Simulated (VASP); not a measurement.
# SnO2 (P-3m1) in VASP: further runs

SnO2 is run at these levels: r2SCAN; tasks: relaxation of cell and atoms, single point.

All numbers are computed with VASP 6.6.1; they aren't measurements. Logs are shortened: lines on timing, memory, paths and dates and some standing lists are left out, and cuts for length are marked.

### Step 1. The cell of the first run

Symmetry: P-3m1, No. 164, trigonal system. Conventional cell: a = 3.193 Å, b = 3.193 Å, c = 4.782 Å, α = 90.00°, β = 90.00°, γ = 120.00°. Within 2.8 Å of Sn (site symmetry -3m) lie 6 O at 2.09 Å. Within 2.8 Å of O (site symmetry 3m) lie 3 Sn at 2.09 Å and 3 O at 2.71 Å.

### Step 2. Relaxation of cell and atoms, r2SCAN

File POSCAR:

```
SnO2
1.0
    3.1927113598      0.0000000000      0.0000000000
   -1.5963556799      2.7649691446      0.0000000000
    0.0000000000      0.0000000000      4.7816403485
Sn O
1 2
Direct
    0.0000000000      0.0000000000      0.0000000000
    0.3333333333      0.6666666667      0.2071200725
    0.6666666667      0.3333333333      0.7928799275
```

File INCAR.step1:

```
SYSTEM = SnO2
PREC = Accurate
ENCUT = 600
ISMEAR = 0
SIGMA = 0.02
LREAL = .FALSE.
LASPH = .TRUE.
NELM = 60
GGA = PE
ALGO = Normal
EDIFF = 1E-4
LWAVE = .TRUE.
LCHARG = .FALSE.
```

File INCAR.step2:

```
SYSTEM = SnO2
PREC = Accurate
ENCUT = 600
EDIFF = 1E-6
ISMEAR = 0
SIGMA = 0.02
LREAL = .FALSE.
LASPH = .TRUE.
NELM = 60
ALGO = Normal
ISIF = 3
LWAVE = .FALSE.
LCHARG = .FALSE.
METAGGA = R2SCAN
LMIXTAU = .TRUE.
IBRION = 2
NSW = 80
EDIFFG = -0.01
ISTART = 1
```

File KPOINTS:

```
Automatic mesh
0
G
  12 12 6
  0 0 0
```

Potentials or basis: VASP PAW PBE potentials, release 64 (Sn_d, O).

Launch:

```sh
$ cat potpaw_PBE.64/Sn_d/POTCAR potpaw_PBE.64/O/POTCAR > POTCAR
$ cp INCAR.step1 INCAR
$ mpirun -np 1 vasp_std > vasp.out
$ cp INCAR.step2 INCAR
$ mpirun -np 1 vasp_std > vasp.out
```

OUTCAR:

```text
SYSTEM = SnO2
   PREC = Accurate
   ENCUT = 600
   EDIFF = 1E-6
   ISMEAR = 0
   LREAL = .FALSE.
   LASPH = .TRUE.
   NELM = 60
   ISIF = 3
   METAGGA = R2SCAN
   IBRION = 2
   NSW = 80
   EDIFFG = -0.01
   ISTART = 1

 ion  position               nearest neighbor table
   1  0.000  0.000  0.000-   2 2.09   3 2.09   3 2.09   2 2.09   3 2.09   2 2.09
   2  0.333  0.667  0.207-   1 2.09   1 2.09   1 2.09
   3  0.667  0.333  0.793-   1 2.09   1 2.09   1 2.09

  LATTYP: Found a hexagonal cell.
 ALAT       =     3.1927113598
 C/A-ratio  =     1.4976738608

  Lattice vectors:

 A1 = (   3.1927113598,   0.0000000000,   0.0000000000)
 A2 = (  -1.5963556799,   2.7649691446,   0.0000000000)
 A3 = (   0.0000000000,   0.0000000000,   4.7816403485)

Analysis of symmetry for initial positions (statically):
=====================================================================
 Subroutine PRICEL returns:
 Original cell was already a primitive cell.

 Routine SETGRP: Setting up the symmetry group for a
 hexagonal supercell.

 Subroutine GETGRP returns: Found 12 space group operations
 (whereof 12 operations were pure point group operations)
 out of a pool of 24 trial point group operations.

The static configuration has the point symmetry D_3d.

Analysis of symmetry for dynamics (positions and initial velocities):
=====================================================================
 Subroutine PRICEL returns:
 Original cell was already a primitive cell.

 Routine SETGRP: Setting up the symmetry group for a
 hexagonal supercell.

 Subroutine GETGRP returns: Found 12 space group operations
 (whereof 12 operations were pure point group operations)
 out of a pool of 24 trial point group operations.

The dynamic configuration has the point symmetry D_3d.

 Subroutine INISYM returns: Found 12 space group operations
 (whereof 12 operations are pure point group operations),
 and found     1 'primitive' translations

----------------------------------------------------------------------------------------

                                     Primitive cell

  volume of cell :      42.2111

  direct lattice vectors                    reciprocal lattice vectors
     3.192711360  0.000000000  0.000000000     0.313213406  0.180833844  0.000000000
    -1.596355680  2.764969145  0.000000000     0.000000000  0.361667689  0.000000000
     0.000000000  0.000000000  4.781640348     0.000000000  0.000000000  0.209133253

  length of vectors
     3.192711360  3.192711360  4.781640348     0.361667689  0.361667689  0.209133253

  position of ions in fractional coordinates (direct lattice)
     0.000000000  0.000000000  0.000000000
     0.333333333  0.666666667  0.207120072
     0.666666667  0.333333333  0.792879928

  ion indices of the primitive-cell ions
   primitive index   ion index
                 1           1
                 2           2
                 3           3

----------------------------------------------------------------------------------------

 KPOINTS: Automatic mesh

Automatic generation of k-mesh.
 Grid dimensions read from file:
 generate k-points for:   12   12    6

 Generating k-lattice:

  Cartesian coordinates                     Fractional coordinates (reciprocal lattice)
     0.026101117  0.015069487  0.000000000     0.083333333  0.000000000  0.000000000
     0.000000000  0.030138974  0.000000000     0.000000000  0.083333333  0.000000000
     0.000000000  0.000000000  0.034855542     0.000000000  0.000000000  0.166666667

  Length of vectors
     0.030138974  0.030138974  0.034855542

  Shift w.r.t. Gamma in fractional coordinates (k-lattice)
     0.000000000  0.000000000  0.000000000

 Subroutine IBZKPT returns following result:
 ===========================================

 Found    100 irreducible k-points:

 Following reciprocal coordinates:
            Coordinates               Weight
  0.000000  0.000000  0.000000      1.000000
  0.083333 -0.000000  0.000000      6.000000
  0.166667 -0.000000  0.000000      6.000000
  0.250000 -0.000000  0.000000      6.000000
  0.333333  0.000000  0.000000      6.000000
  0.416667 -0.000000  0.000000      6.000000
[... 16 lines left out ...]
  0.166667 -0.000000  0.166667      6.000000
  0.000000  0.166667  0.166667      6.000000
 [... further k-points ...]
   k-points           NKPTS =    100   k-points in BZ     NKDIM =    100   number of bands    NBANDS=     17
   number of dos      NEDOS =    301   number of ions     NIONS =      3
   total plane-waves  NPLWV =  31360
   dimension x,y,z NGX =    28 NGY =   28 NGZ =   40
   dimension x,y,z NGXF=    56 NGYF=   56 NGZF=   80
   ions per type =               1   2
   NGX,Y,Z   is equivalent  to a cutoff of  14.58, 14.58, 13.91 a.u.
   NGXF,Y,Z  is equivalent  to a cutoff of  29.16, 29.16, 27.81 a.u.
 SYSTEM =  SnO2
   PREC   = accura    normal or accurate (medium, high low for compatibility)
   ISTART =      1    job   : 0-new  1-cont  2-samecut
   ICHARG =      0    charge: 1-file 2-atom 10-const
   ISPIN  =      1    spin polarized calculation?
   LNONCOLLINEAR =      F non collinear calculations
   LSORBIT =      F    spin-orbit coupling
   LASPH  =      T    aspherical Exc in radial PAW
   ENCUT  =  600.0 eV  44.10 Ry    6.64 a.u.   6.38  6.38  9.55*2*pi/ulx,y,z
   NELM   =     60;   NELMIN=  2; NELMDL=  0     # of ELM steps
   EDIFF  = 0.1E-05   stopping-criterion for ELM
   LREAL  =      F    real-space projection
   EDIFFG = -.1E-01   stopping-criterion for IOM
   NSW    =     80    number of steps for IOM
   IBRION =      2    ionic relax: 0-MD 1-quasi-New 2-CG
   NFREE  =      1    steps in history (QN), initial steepest desc. (CG)
   ISIF   =      3    stress and relaxation
   ISYM   =      2    0-nonsym 1-usesym 2-fastsym
   POTIM  = 0.5000    time-step for ionic-motion
   TEBEG  =    0.0;   TEEND  =   0.0 temperature during run
   PSTRESS=    0.0 pullay stress
   NELECT =      26.0000    total number of electrons
   NUPDOWN=      -1.0000    fix difference up-down
   EMIN   =  10.00;   EMAX   =-10.00  energy-range for DOS
   EFERMI =   0.00;   METHOD = LEGACY
   ISMEAR =     0;   SIGMA  =   0.02  broadening in eV -4-tet -1-fermi 0-gaus
   EFERMI_NEDOS =   21; number of points for ismear=-14 and -15
   IALGO  =     38    algorithm
   IMIX   =      4    mixing-type and parameters
     AMIX     =   0.40;   BMIX     =  1.00
     AMIX_MAG =   1.60;   BMIX_MAG =  1.00
  volume/ion in A,a.u.               =      14.07        94.95
  Fermi-wavevector in a.u.,A,eV,Ry     =   1.392912  2.632222 26.398074  1.940204
  Thomas-Fermi vector in A             =   2.516609
   LORBIT       =      0    0 simple, 1 ext, 2 COOP (PROOUT), +10 PAW based schemes
   METAGGA = R2SCAN    functional components
   LHFCALC =     F    Hartree Fock is set to
   AEXX    =    0.0000 exact exchange contribution
   IVDW    =     0    specifies the selected vdW correction
   LEPSILON=     F    determine dielectric tensor
   LRPA    =     F    only Hartree local field effects (RPA)
 conjugate gradient relaxation of ions
 non-spin polarized calculation
 Gauss-broadening in eV      SIGMA  =   0.02
  energy-cutoff  :      600.00
  volume of cell :       42.21
 maximum number of plane-waves:      1431
 NGX is ok and might be reduce to    28
   NGX = 13   NGY = 13   NGZ = 19

--------------------------------------- Ionic step        1  -------------------------------------------

 number of electron      26.0000003 magnetization

 Free energy of the ion-electron system (eV)
  ---------------------------------------------------
  ext. energy  EPLUGINS =         0.00000000
  ---------------------------------------------------
  free energy    TOTEN  =       -41.62850486 eV

  energy without entropy =      -41.62850486  energy(sigma->0) =      -41.62850486

------------------------ aborting loop because EDIFF is reached ----------------------------------------

  FORCE on cell =-STRESS in cart. coord.  units (eV):
  Direction    XX          YY          ZZ          XY          YZ          ZX
  --------------------------------------------------------------------------------------
  -------------------------------------------------------------------------------------
  Total        0.2779461      0.2779461      0.0312278      0.0000000     -0.0000000      0.0000000
  in kB       10.5498028     10.5498028      1.1852925      0.0000000     -0.0000000      0.0000000
  external PRESSURE =       7.4282994 kB  Pullay stress =       0.0000000 kB
[... 92 lines left out ...]
  FREE ENERGIE OF THE ION-ELECTRON SYSTEM (eV)
  ---------------------------------------------------
  free  energy   TOTEN  =       -41.6291067030 eV

  energy  without entropy=      -41.6291067030  energy(sigma->0) =      -41.62910670

[... ionic steps 4 to 13 ...]

--------------------------------------- Ionic step       14  -------------------------------------------

 number of electron      26.0000001 magnetization

------------------------ aborting loop because EDIFF is reached ----------------------------------------

  FORCE on cell =-STRESS in cart. coord.  units (eV):
  Direction    XX          YY          ZZ          XY          YZ          ZX
  --------------------------------------------------------------------------------------
  -------------------------------------------------------------------------------------
  Total       -0.1136709     -0.1136709     -0.0245131      0.0000000     -0.0000000      0.0000000
  in kB       -4.3927013     -4.3927013     -0.9472844      0.0000000     -0.0000000      0.0000000
  external PRESSURE =      -3.2442290 kB  Pullay stress =       0.0000000 kB
[... 59 lines left out ...]
  energy  without entropy=      -41.6306185784  energy(sigma->0) =      -41.63061858

--------------------------------------- Ionic step       16  -------------------------------------------

 number of electron      26.0000001 magnetization

 Free energy of the ion-electron system (eV)
  ---------------------------------------------------
  ext. energy  EPLUGINS =         0.00000000
  ---------------------------------------------------
  free energy    TOTEN  =       -41.63067892 eV

  energy without entropy =      -41.63067892  energy(sigma->0) =      -41.63067892

 E-fermi :   3.5458     XC(G=0): -10.9972

 val. band max:        3.4268409517   @ k =   0.1667   0.0833   0.0000
 cond. band min:       6.0581341059   @ k =   0.0000   0.0000   0.0000
 fundamental gap:      2.6312931542
 Fermi energy:         3.5458108244

 k-point     1 :       0.0000    0.0000    0.0000
  band No.  band energies     occupation
      1     -17.2000      2.00000
      2     -16.8474      2.00000
      3     -16.8473      2.00000
      4     -16.5945      2.00000
      5     -16.5945      2.00000
      6     -15.4955      2.00000
[... 9 lines left out ...]
     16      15.8518      0.00000
     17      15.8518      0.00000
[... 443 lines left out ...]
      1     -17.2054      2.00000
      2     -16.9936      2.00000
      3     -16.7947      2.00000
      4     -16.6369      2.00000
      5     -16.5886      2.00000
      6     -15.3152      2.00000
[... 9 lines left out ...]
     16      14.1990      0.00000
     17      16.5359      0.00000

 [... further k-points ...]

------------------------ aborting loop because EDIFF is reached ----------------------------------------

  FORCE on cell =-STRESS in cart. coord.  units (eV):
  Direction    XX          YY          ZZ          XY          YZ          ZX
  --------------------------------------------------------------------------------------
  -------------------------------------------------------------------------------------
  Total        0.0000787      0.0000787      0.0170987     -0.0000000      0.0000000      0.0000000
  in kB        0.0030506      0.0030506      0.6628728     -0.0000000      0.0000000      0.0000000
  external PRESSURE =       0.2229913 kB  Pullay stress =       0.0000000 kB
[... 18 lines left out ...]
  FREE ENERGIE OF THE ION-ELECTRON SYSTEM (eV)
  ---------------------------------------------------
  free  energy   TOTEN  =       -41.6306789168 eV

  energy  without entropy=      -41.6306789168  energy(sigma->0) =      -41.63067892

 reached required accuracy - stopping structural energy minimisation
```

It took 32 min on 1 thread of AMD EPYC 9R45 (Zen 5), shared host; peak memory 0.22 GiB.

Results:

```yaml
Free_energy: -41.6307 eV
Relaxed_volume: 13.78 Å³/atom
Relaxed_cell: a = 3.200 Å, b = 3.200 Å, c = 4.660 Å, α = 90.00°, β = 90.00°, γ = 120.00°
Space_group_after_relaxing_to_0.1_Å: P-3m1 (No. 164)
Energy_gained_by_relaxing: 0.7 meV/atom
Ionic_steps: 16
Pressure_after_relaxing: 0.0 GPa
Largest_force_after_relaxing: 0.010 eV/Å
Band_gap_on_the_k_mesh: 2.63 eV (least direct gap 2.74 eV)
```

Forces on the atoms (eV/Å):
```
Sn   0.000  0.000  0.000
O    0.000  0.000  0.010
O    0.000  0.000 -0.010
```

The path:
| step | energy change (eV) | largest force (eV/Å) | pressure (GPa) | volume (Å³) |
| --- | --- | --- | --- | --- |
| 1 | 0.0000 | 0.0725 | 0.74 | 42.21 |
| 2 | 0.0007 | 0.0853 | -1.42 | 42.61 |
| 3 | -0.0006 | 0.0086 | -0.14 | 42.37 |
| 4 | -0.0006 | 0.0099 | -0.16 | 42.37 |
| 5 | -0.0004 | 0.0417 | 0.30 | 42.29 |
| 6 | -0.0006 | 0.0117 | -0.10 | 42.36 |
| 7 | -0.0007 | 0.0199 | -0.10 | 42.32 |
| 8 | -0.0010 | 0.0390 | -0.07 | 42.20 |
| 9 | -0.0011 | 0.0800 | -0.02 | 41.95 |
| 10 | -0.0011 | 0.0657 | -0.04 | 42.04 |
| 11 | -0.0012 | 0.0628 | -0.05 | 42.02 |
| 12 | -0.0014 | 0.0521 | -0.10 | 41.94 |
| 13 | -0.0018 | 0.0321 | -0.18 | 41.78 |
| 14 | -0.0021 | 0.0075 | -0.32 | 41.46 |
| 15 | -0.0021 | 0.0216 | 0.30 | 41.23 |
| 16 | -0.0022 | 0.0100 | 0.02 | 41.33 |

Final structure:
```
Sn O
1.0
     3.19995    0.00000    0.00000
    -1.59998    2.77124    0.00000
     0.00000    0.00000    4.66043
Sn O
1 2
Direct
  0.00000 0.00000 0.00000
  0.33333 0.66667 0.21244
  0.66667 0.33333 0.78756
```

Caveat: the PAW data sets were made with another functional, which shifts forces and pressure a little; spin-orbit coupling is left out, which moves the levels of the heavy elements. A k mesh can miss the band edges.

### Step 3. Single point, r2SCAN

This run uses another cell than the first one, of 13.97 Å³/atom.

File POSCAR:

```
SnO2
1.0
    3.1918014283      0.0000000000      0.0000000000
   -1.5959007142      2.7641811208      0.0000000000
    0.0000000000      0.0000000000      4.7494542963
Sn O
1 2
Direct
    0.0000000000      0.0000000000      0.0000000000
    0.3333333333      0.6666666667      0.2083676241
    0.6666666667      0.3333333333      0.7916323759
```

File INCAR.step1:

```
PREC = Accurate
ENCUT = 520
ISMEAR = 0
SIGMA = 0.02
LREAL = F
LASPH = T
NELM = 60
NBANDS = 20
GGA = PE
ALGO = Normal
EDIFF = 1E-4
LWAVE = T
LCHARG = F
```

File INCAR.step2:

```
PREC = Accurate
ENCUT = 520
EDIFF = 1E-6
ISMEAR = 0
SIGMA = 0.02
LREAL = F
LASPH = T
NELM = 60
ALGO = Normal
ISIF = 2
LWAVE = F
LCHARG = F
METAGGA = R2SCAN
LMIXTAU = T
NBANDS = 20
ISTART = 1
```

File KPOINTS:

```
Automatic mesh
0
Gamma
  12 12 6
```

Potentials or basis: VASP PAW PBE potentials, release 64 (Sn_d, O).

Launch:

```sh
$ cat potpaw_PBE.64/Sn_d/POTCAR potpaw_PBE.64/O/POTCAR > POTCAR
$ cp INCAR.step1 INCAR
$ mpirun -np 1 vasp_std > vasp.out
$ cp INCAR.step2 INCAR
$ mpirun -np 1 vasp_std > vasp.out
```

It took 5 min on 1 thread of Oxide Virtual Turin-like, shared host; peak memory 0.18 GiB.

Results (log left out):

- Free energy: -41.6218 eV
- Pressure: 1.1 GPa
- Largest force: 0.088 eV/Å
- Band gap on the k mesh: 2.76 eV (least direct gap 2.91 eV)

Forces on the atoms (eV/Å):
```
Sn   0.000  0.000  0.000
O    0.000  0.000  0.088
O    0.000  0.000 -0.088
```

Stress tensor (GPa, compression positive):
```
1.44 0.00 0.00
0.00 1.44 0.00
0.00 0.00 0.42
```

Levels at points of the mesh, in eV from the valence-band top:
| k point | band 9 | band 10 | band 11 | band 12 | band 13 | band 14 | band 15 | band 16 | band 17 | band 18 |
| --- | --- | --- | --- | --- | --- | --- | --- | --- | --- | --- |
| (0.00, 0.00, 0.00) | -1.31 | -1.31 | -0.87 | -0.87 | -0.15 | 2.76 | 6.81 | 12.54 | 12.54 | 12.65 |
| (0.50, 0.00, 0.00) | -4.22 | -3.18 | -1.55 | -0.38 | -0.24 | 6.44 | 8.51 | 11.96 | 12.19 | 13.02 |
| (0.00, 0.00, 0.50) | -1.35 | -1.35 | -1.31 | -0.82 | -0.82 | 4.05 | 6.46 | 12.49 | 12.49 | 12.83 |
| (0.50, 0.00, 0.50) | -4.56 | -3.09 | -1.05 | -0.52 | -0.29 | 6.34 | 8.02 | 11.59 | 13.21 | 14.46 |

Caveat: the PAW data sets were made with another functional, which shifts forces and pressure a little; spin-orbit coupling is left out, which moves the levels of the heavy elements. A k mesh can miss the band edges.
